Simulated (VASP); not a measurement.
A run of VASP 6.6.1 is set up as follows.

File INCAR:

```
SYSTEM = YAl3F7
PREC     = Accurate       ! precision mode
ENCUT    = 520            ! plane-wave cutoff, eV
EDIFF    = 1E-6           ! SCF threshold, eV
ISMEAR   = 0              ! smearing method
SIGMA    = 0.1            ! smearing width, eV
LREAL    = .False.        ! projectors in reciprocal space
LASPH    = .True.         ! aspherical terms in the spheres
NELM     = 150            ! most SCF steps
ALGO     = Normal         ! electronic algorithm
ISIF     = 2              ! what is computed and relaxed
LWAVE    = .False.        ! write WAVECAR
LCHARG   = .True.         ! write CHGCAR
ISPIN    = 2              ! spin polarisation
MAGMOM   = 0 0 0 0 1 1 1 1 1 1 1 ! initial moments
LORBIT   = 11             ! projections on sites
LMAXMIX  = 4              ! l up to which the mixer works
GGA      = PE             ! functional
LELF     = .True.         ! ELF
LVHAR    = .True.       
NBANDS   = 50             ! bands
```

File KPOINTS:

```
regular mesh
0
Gamma
  6 6 2
  0 0 0
```

The input POSCAR:

```
YAl3F7
1.0
    5.1045818700      0.0000000000      0.0000000000
   -2.5522909400      4.4206975800      0.0000000000
    0.0000000000      0.0000000000      8.0467730500
Y Al F
1 3 7
Direct
    0.0000000000      0.0000000000      0.5000000000
    0.6666666700      0.3333333300      0.7249647000
    0.6666666700      0.3333333300      0.2750353000
    0.0000000000      0.0000000000      0.0000000000
    0.6666666700      0.3333333300      0.5000000000
    0.2963871000      0.1481935500      0.9009517300
    0.8518064500      0.1481935500      0.9009517300
    0.8518064500      0.7036129000      0.9009517300
    0.2963871000      0.1481935500      0.0990482700
    0.8518064500      0.1481935500      0.0990482700
    0.8518064500      0.7036129000      0.0990482700
```

Potentials or basis: VASP PAW PBE potentials, release 64 (Y_sv, Al, F).

Launch:

```sh
$ cat potpaw_PBE.64/Y_sv/POTCAR potpaw_PBE.64/Al/POTCAR potpaw_PBE.64/F/POTCAR > POTCAR
$ mpirun -np 1 vasp_std > vasp.out
```

**Question.** What does it give for the largest force?

**Answer.** 20.151 eV/Å.

**Question.** Predict the net moment.

**Answer.** -0.02 μB per cell.

**Question.** Predict the pressure.

**Answer.** 39.1 GPa.

Forces on the atoms (eV/Å):
```
Y     0.000   0.000   0.000
Al    0.000   0.000   3.389
Al    0.000   0.000  -3.389
Al    0.000   0.000   0.000
F     0.000   0.000   0.000
F     7.222   4.170 -18.344
F    -7.222   4.170 -18.344
F     0.000  -8.339 -18.344
F     7.222   4.170  18.344
F    -7.222   4.170  18.344
F     0.000  -8.339  18.344
```

Caveat: the k points lie up to 0.39 Å⁻¹ apart; forces of over 1 eV/Å act on the atoms, so gaps and moduli don't describe the material at rest.
